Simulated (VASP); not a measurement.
# MgS in VASP: notebook

MgS is run at these levels: r2SCAN, HSE06; tasks: single point.

Everything below comes from runs of VASP 6.6.1. Logs are shortened: lines on timing, memory, paths and dates and some standing lists are left out, and cuts for length are marked.

### Step 1. The cell of the first run

The structure is orthorhombic, space group Imm2 (No. 44). The conventional cell has a = 3.983 Å, b = 4.023 Å, c = 5.662 Å, α = 90.00°, β = 90.00°, γ = 90.00°. Within 3.2 Å of Mg (site symmetry mm2) lie 4 S at 2.45 Å. Within 3.2 Å of S (site symmetry mm2) lie 4 Mg at 2.45 Å.

### Step 2. Single point, r2SCAN (shear xy strain -1.0%)

POSCAR

```
MgS
1.0
   -0.0141543842      2.8308768404      2.8308768404
    2.8308768404     -0.0141543842      2.8308768404
    2.8167224562      2.8167224562      0.0000000000
Mg S
1 1
Direct
   -0.0009195632     -0.0009195632      0.0009195632
    0.2509195632      0.2509195632      0.2490804368
```

INCAR.step1

```
PREC = Accurate
ENCUT = 520
ISMEAR = 0
SIGMA = 0.01
LREAL = False
LASPH = True
NELM = 60
NBANDS = 11
GGA = PE
ALGO = Normal
EDIFF = 1E-4
LWAVE = True
LCHARG = False
```

INCAR.step2

```
PREC = Accurate
ENCUT = 520
EDIFF = 1E-7
ISMEAR = 0
SIGMA = 0.01
LREAL = False
LASPH = True
NELM = 60
ALGO = Normal
ISIF = 2
LWAVE = False
LCHARG = True
METAGGA = R2SCAN
LMIXTAU = True
LELF = True
LVHAR = True
NBANDS = 11
ISTART = 1
```

KPOINTS

```
Automatic mesh
0
Gamma
  8 8 8
```

Potentials or basis: VASP PAW PBE potentials, release 64 (Mg, S).

Launch:

```
cat potpaw_PBE.64/Mg/POTCAR potpaw_PBE.64/S/POTCAR > POTCAR
cp INCAR.step1 INCAR
mpirun -np 1 vasp_std > vasp.out
cp INCAR.step2 INCAR
mpirun -np 1 vasp_std > vasp.out
```

OUTCAR:

```text
PREC = Accurate
   ENCUT = 520
   EDIFF = 1E-7
   ISMEAR = 0
   LREAL = False
   LASPH = True
   NELM = 60
   ISIF = 2
   METAGGA = R2SCAN
   ISTART = 1

 ion  position               nearest neighbor table
   1  0.999  0.999  0.001-   2 2.45   2 2.45   2 2.45   2 2.45
   2  0.251  0.251  0.249-   1 2.45   1 2.45   1 2.45   1 2.45

  LATTYP: Found a body centered orthorhombic cell.
 ALAT       =     3.9834470990
 B/A-ratio  =     1.0100502513
 C/A-ratio  =     1.4213201632

  Lattice vectors:

 A1 = (   0.0141543842,  -2.8308768404,  -2.8308768404)
 A2 = (  -0.0141543842,   2.8308768404,  -2.8308768404)
 A3 = (   2.8308768404,  -0.0141543842,   2.8308768404)

Analysis of symmetry for initial positions (statically):
=====================================================================
 Subroutine PRICEL returns:
 Original cell was already a primitive cell.

 Routine SETGRP: Setting up the symmetry group for a
 body centered orthorhombic supercell.

 Subroutine GETGRP returns: Found  4 space group operations
 (whereof  4 operations were pure point group operations)
 out of a pool of  8 trial point group operations.

The static configuration has the point symmetry C_2v.

Analysis of symmetry for dynamics (positions and initial velocities):
=====================================================================
 Subroutine PRICEL returns:
 Original cell was already a primitive cell.

 Routine SETGRP: Setting up the symmetry group for a
 body centered orthorhombic supercell.

 Subroutine GETGRP returns: Found  4 space group operations
 (whereof  4 operations were pure point group operations)
 out of a pool of  8 trial point group operations.

The dynamic configuration has the point symmetry C_2v.

 Subroutine INISYM returns: Found  4 space group operations
 (whereof  4 operations are pure point group operations),
 and found     1 'primitive' translations

----------------------------------------------------------------------------------------

                                     Primitive cell

  volume of cell :      45.3714

  direct lattice vectors                    reciprocal lattice vectors
    -0.014154384  2.830876840  2.830876840    -0.175744996  0.175744996  0.176623721
     2.830876840 -0.014154384  2.830876840     0.175744996 -0.175744996  0.176623721
     2.816722456  2.816722456  0.000000000     0.177511277  0.177511277 -0.176623721

  length of vectors
     4.003489443  4.003489443  3.983447099     0.304907438  0.304907438  0.306946975

  position of ions in fractional coordinates (direct lattice)
     0.999080437  0.999080437  0.000919563
     0.250919563  0.250919563  0.249080437

  ion indices of the primitive-cell ions
   primitive index   ion index
                 1           1
                 2           2

----------------------------------------------------------------------------------------

 KPOINTS: Automatic mesh

Automatic generation of k-mesh.
 Grid dimensions read from file:
 generate k-points for:    8    8    8

 Generating k-lattice:

  Cartesian coordinates                     Fractional coordinates (reciprocal lattice)
    -0.021968124  0.021968124  0.022077965     0.125000000  0.000000000  0.000000000
     0.021968124 -0.021968124  0.022077965     0.000000000  0.125000000  0.000000000
     0.022188910  0.022188910 -0.022077965    -0.000000000 -0.000000000  0.125000000

  Length of vectors
     0.038113430  0.038113430  0.038368372

  Shift w.r.t. Gamma in fractional coordinates (k-lattice)
     0.000000000  0.000000000  0.000000000

 Subroutine IBZKPT returns following result:
 ===========================================

 Found     95 irreducible k-points:

 Following reciprocal coordinates:
            Coordinates               Weight
  0.000000  0.000000  0.000000      1.000000
  0.125000  0.000000  0.000000      4.000000
  0.250000  0.000000  0.000000      4.000000
  0.375000  0.000000  0.000000      4.000000
  0.500000  0.000000  0.000000      2.000000
  0.125000  0.125000  0.000000      2.000000
[... 16 lines left out ...]
  0.125000  0.000000  0.125000      4.000000
  0.250000  0.000000  0.125000      8.000000
 [... further k-points ...]
   k-points           NKPTS =     95   k-points in BZ     NKDIM =     95   number of bands    NBANDS=     11
   number of dos      NEDOS =    301   number of ions     NIONS =      2
   total plane-waves  NPLWV =  27000
   dimension x,y,z NGX =    30 NGY =   30 NGZ =   30
   dimension x,y,z NGXF=    60 NGYF=   60 NGZF=   60
   ions per type =               1   1
   NGX,Y,Z   is equivalent  to a cutoff of  12.46, 12.46, 12.52 a.u.
   NGXF,Y,Z  is equivalent  to a cutoff of  24.92, 24.92, 25.04 a.u.
 SYSTEM =  unknown system
   PREC   = accura    normal or accurate (medium, high low for compatibility)
   ISTART =      1    job   : 0-new  1-cont  2-samecut
   ICHARG =      0    charge: 1-file 2-atom 10-const
   ISPIN  =      1    spin polarized calculation?
   LNONCOLLINEAR =      F non collinear calculations
   LSORBIT =      F    spin-orbit coupling
   LASPH  =      T    aspherical Exc in radial PAW
   ENCUT  =  520.0 eV  38.22 Ry    6.18 a.u.   7.44  7.44  7.41*2*pi/ulx,y,z
   NELM   =     60;   NELMIN=  2; NELMDL=  0     # of ELM steps
   EDIFF  = 0.1E-06   stopping-criterion for ELM
   LREAL  =      F    real-space projection
   EDIFFG = 0.1E-05   stopping-criterion for IOM
   NSW    =      0    number of steps for IOM
   IBRION =     -1    ionic relax: 0-MD 1-quasi-New 2-CG
   NFREE  =      0    steps in history (QN), initial steepest desc. (CG)
   ISIF   =      2    stress and relaxation
   ISYM   =      2    0-nonsym 1-usesym 2-fastsym
   POTIM  = 0.5000    time-step for ionic-motion
   TEBEG  =    0.0;   TEEND  =   0.0 temperature during run
   PSTRESS=    0.0 pullay stress
   NELECT =       8.0000    total number of electrons
   NUPDOWN=      -1.0000    fix difference up-down
   EMIN   =  10.00;   EMAX   =-10.00  energy-range for DOS
   EFERMI =   0.00;   METHOD = LEGACY
   ISMEAR =     0;   SIGMA  =   0.01  broadening in eV -4-tet -1-fermi 0-gaus
   EFERMI_NEDOS =   21; number of points for ismear=-14 and -15
   IALGO  =     38    algorithm
   IMIX   =      4    mixing-type and parameters
     AMIX     =   0.40;   BMIX     =  1.00
     AMIX_MAG =   1.60;   BMIX_MAG =  1.00
  volume/ion in A,a.u.               =      22.69       153.09
  Fermi-wavevector in a.u.,A,eV,Ry     =   0.918003  1.734774 11.466033  0.842730
  Thomas-Fermi vector in A             =   2.043036
   LORBIT       =      0    0 simple, 1 ext, 2 COOP (PROOUT), +10 PAW based schemes
   METAGGA = R2SCAN    functional components
   LHFCALC =     F    Hartree Fock is set to
   AEXX    =    0.0000 exact exchange contribution
   IVDW    =     0    specifies the selected vdW correction
   LEPSILON=     F    determine dielectric tensor
   LRPA    =     F    only Hartree local field effects (RPA)
 non-spin polarized calculation
 Gauss-broadening in eV      SIGMA  =   0.01
  energy-cutoff  :      520.00
  volume of cell :       45.37
 maximum number of plane-waves:      1243
 NGX is ok and might be reduce to    30
   NGX = 15   NGY = 15   NGZ = 15

 number of electron       8.0000001 magnetization

 Free energy of the ion-electron system (eV)
  ---------------------------------------------------
  ext. energy  EPLUGINS =         0.00000000
  ---------------------------------------------------
  free energy    TOTEN  =       -15.45020369 eV

  energy without entropy =      -15.45020369  energy(sigma->0) =      -15.45020369

 E-fermi :   0.8658     XC(G=0):  -8.7763

 val. band max:        0.7997442601   @ k =   0.0000   0.0000   0.0000
 cond. band min:       4.8975210503   @ k =   0.0000   0.0000   0.0000
 fundamental gap:      4.0977767902
 Fermi energy:         0.8657991092

 k-point     1 :       0.0000    0.0000    0.0000
  band No.  band energies     occupation
      1     -10.9696      2.00000
      2       0.7398      2.00000
      3       0.7691      2.00000
      4       0.7997      2.00000
      5       4.8975      0.00000
      6       9.2957      0.00000
      7       9.3647      0.00000
      8       9.4319      0.00000
      9      12.2246      0.00000
     10      12.2258      0.00000
     11      15.4681      0.00000

 k-point     2 :       0.1250    0.0000    0.0000
  band No.  band energies     occupation
      1     -10.8809      2.00000
      2       0.0937      2.00000
      3       0.7082      2.00000
      4       0.7461      2.00000
      5       5.5429      0.00000
      6       9.1453      0.00000
      7       9.5258      0.00000
      8       9.6114      0.00000
      9      11.7600      0.00000
     10      11.7825      0.00000
     11      14.7029      0.00000

 k-point     3 :       0.2500    0.0000    0.0000
  band No.  band energies     occupation
      1     -10.6519      2.00000
      2      -1.0832      2.00000
      3       0.5917      2.00000
      4       0.6244      2.00000
      5       6.4204      0.00000
      6       9.2023      0.00000
      7       9.5483      0.00000
      8       9.6104      0.00000
      9      11.8240      0.00000
     10      11.8954      0.00000
     11      13.8220      0.00000

 k-point     4 :       0.3750    0.0000    0.0000
  band No.  band energies     occupation
      1     -10.3966      2.00000
      2      -2.0288      2.00000
      3       0.4844      2.00000
      4       0.5120      2.00000
      5       6.6113      0.00000
      6       9.1626      0.00000
      7       9.2177      0.00000
      8       9.7881      0.00000
      9      13.1589      0.00000
     10      13.2599      0.00000
     11      13.8734      0.00000
[... 239 lines left out ...]
 k-point    22 :       0.0000    0.0000    0.1250
  band No.  band energies     occupation
      1     -10.8790      2.00000
      2       0.1298      2.00000
      3       0.6863      2.00000
      4       0.7235      2.00000
      5       5.5369      0.00000
      6       9.2224      0.00000
      7       9.4844      0.00000
      8       9.5730      0.00000
      9      11.7437      0.00000
     10      11.7644      0.00000
     11      14.6792      0.00000

 k-point    23 :       0.1250    0.0000    0.1250
  band No.  band energies     occupation
      1     -10.8502      2.00000
      2       0.1210      2.00000
      3       0.5868      2.00000
      4       0.5884      2.00000
      5       5.7532      0.00000
      6       8.8195      0.00000
      7       9.8085      0.00000
      8       9.8094      0.00000
      9      10.7790      0.00000
     10      12.4982      0.00000
     11      15.9841      0.00000

 k-point    24 :       0.2500    0.0000    0.1250
  band No.  band energies     occupation
      1     -10.6682      2.00000
      2      -0.7663      2.00000
      3       0.4211      2.00000
      4       0.4741      2.00000
      5       6.5571      0.00000
      6       8.5738      0.00000
      7       9.5136      0.00000
      8      10.1135      0.00000
      9      10.9518      0.00000
     10      12.7010      0.00000
     11      15.0581      0.00000

 [... further k-points ...]
[... 5 lines left out ...]
  --------------------------------------------------------------------------------------
  -------------------------------------------------------------------------------------
  Total       -0.0782411     -0.0782411     -0.0793219      0.0928711      0.0000000      0.0000000
  in kB       -2.7628894     -2.7628894     -2.8010532      3.2795116      0.0000000      0.0000000
  external PRESSURE =      -2.7756107 kB  Pullay stress =       0.0000000 kB

 VOLUME and BASIS-vectors are now :
 -----------------------------------------------------------------------------
  energy-cutoff  :      520.00
  volume of cell :       45.37
      direct lattice vectors                 reciprocal lattice vectors
    -0.014154384  2.830876840  2.830876840    -0.175744996  0.175744996  0.176623721
     2.830876840 -0.014154384  2.830876840     0.175744996 -0.175744996  0.176623721
     2.816722456  2.816722456  0.000000000     0.177511277  0.177511277 -0.176623721

 POSITION                                       TOTAL-FORCE (eV/Angst)
 -----------------------------------------------------------------------------------
      2.81672      2.81672      5.65655        -0.000000     -0.000000     -0.000451
      1.40836      1.40836      1.42064         0.000000      0.000000      0.000451
 -----------------------------------------------------------------------------------
    total drift:                               -0.000002     -0.000002      0.000682

  FREE ENERGIE OF THE ION-ELECTRON SYSTEM (eV)
  ---------------------------------------------------
  free  energy   TOTEN  =       -15.4502036917 eV

  energy  without entropy=      -15.4502036917  energy(sigma->0) =      -15.45020369
```

Wall time 3 min (1 thread of Intel Xeon 6975P-C, shared host); peak memory 0.2 GiB.

Results:

| Property | Result |
| --- | --- |
| Free energy | -15.4502 eV |
| Pressure | -0.3 GPa |
| Band gap on the k mesh | 4.10 eV, direct |

Stress tensor (GPa, compression positive):
```
-0.28  0.33  0.00
 0.33 -0.28  0.00
 0.00  0.00 -0.28
```

Caveat: the cell differs from its parent crystal (shear xy strain -1.0%); the PAW data sets were made with another functional, which shifts forces and pressure a little. A k mesh can miss the band edges.

### Step 3. Single point, HSE06 (strain -1.5%)

POSCAR

```
MgS
1.0
    0.0000000000      2.7884136878      2.7884136878
    2.7884136878      0.0000000000      2.7884136878
    2.7884136878      2.7884136878      0.0000000000
Mg S
1 1
Direct
    0.0000000000      0.0000000000      0.0000000000
    0.2500000000      0.2500000000      0.2500000000
```

INCAR.step1

```
SYSTEM = MgS
  PREC = Accurate
  ENCUT = 520
  EDIFF = 1E-5
  ISMEAR = 0
  SIGMA = 0.01
  LREAL = .FALSE.
  LASPH = .TRUE.
  NELM = 100
  ALGO = Normal
  ISIF = 2
  LWAVE = .TRUE.
  GGA = PE
  NBANDS = 11
```

INCAR.step2

```
SYSTEM = MgS
  PREC = Accurate
  ENCUT = 520
  EDIFF = 1E-6
  ISMEAR = 0
  SIGMA = 0.01
  LREAL = .FALSE.
  LASPH = .TRUE.
  NELM = 100
  ALGO = Normal
  ISIF = 2
  LWAVE = .FALSE.
  LCHARG = .TRUE.
  GGA = PE
  LHFCALC = .TRUE.
  HFSCREEN = 0.2079
  PRECFOCK = Normal
  LELF = .TRUE.
  LVHAR = .TRUE.
  ISTART = 1
  NBANDS = 11
```

KPOINTS

```
Automatic mesh
0
G
  6 6 6
  0 0 0
```

Potentials or basis: VASP PAW PBE potentials, release 64 (Mg, S).

Launch:

```
cat potpaw_PBE.64/Mg/POTCAR potpaw_PBE.64/S/POTCAR > POTCAR
cp INCAR.step1 INCAR
mpirun -np 1 vasp_std > vasp.out
cp INCAR.step2 INCAR
mpirun -np 1 vasp_std > vasp.out
```

Run time: 11 min. Hardware: 1 thread of Intel Xeon 6975P-C, shared host; peak memory 0.29 GiB.

The run converged. Its results:

- Free energy: -9.8292 eV
- Pressure: 2.8 GPa
- Band gap on the k mesh: 4.76 eV, direct

Levels at points of the mesh, in eV from the valence-band top:
| k point | band 1 | band 2 | band 3 | band 4 | band 5 | band 6 | band 7 | band 8 | band 9 |
| --- | --- | --- | --- | --- | --- | --- | --- | --- | --- |
| (0.00, 0.00, 0.00) | -12.59 | 0.00 | 0.00 | 0.00 | 4.76 | 9.31 | 9.31 | 9.31 | 12.31 |
| (0.50, 0.00, 0.00) | -11.76 | -3.56 | -0.37 | -0.37 | 6.40 | 8.90 | 8.90 | 10.08 | 14.63 |
| (0.50, 0.50, 0.00) | -11.49 | -3.19 | -1.19 | -1.19 | 4.82 | 6.81 | 13.11 | 14.15 | 14.15 |

Caveat: the cell differs from its parent crystal (strain -1.5%); the PAW data sets were made with another functional, which shifts forces and pressure a little. A k mesh can miss the band edges.
